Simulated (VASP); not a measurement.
Input of a VASP 6.6.1 run:

The input INCAR:

```
  AGGAC = 1.0
  AGGAX = 1.0
  ALDAC = 0.0
  ALDAX = 1.0
  ALGO = Normal
  EDIFF = 1E-6
  ENCUT = 520
  GGA = B5
  ISIF = 2
  ISMEAR = -1
  LASPH = T
  LCHARG = T
  LELF = T
  LREAL = F
  LVHAR = T
  LWAVE = F
  NBANDS = 10
  NELM = 80
  PREC = Accurate
  SIGMA = 0.05
```

KPOINTS

```
k-points
0
Gamma
  6 6 6
```

File POSCAR:

```
Cs
1.0
   -3.1284650614      3.1284650614      3.1284650614
    3.1284650614     -3.1284650614      3.1284650614
    3.1284650614      3.1284650614     -3.1284650614
Cs
1
Direct
    0.0000000000      0.0000000000      0.0000000000
```

Potentials or basis: VASP PAW PBE potentials, release 64 (Cs_sv).

The run is started by

```console
$ cat potpaw_PBE.64/Cs_sv/POTCAR > POTCAR
$ mpirun -np 1 vasp_std > vasp.out
```

(1) Estimate the pressure.

Answers

(1) 0.0 GPa.

Caveat: the PAW data sets were made with another functional, which shifts forces and pressure a little.
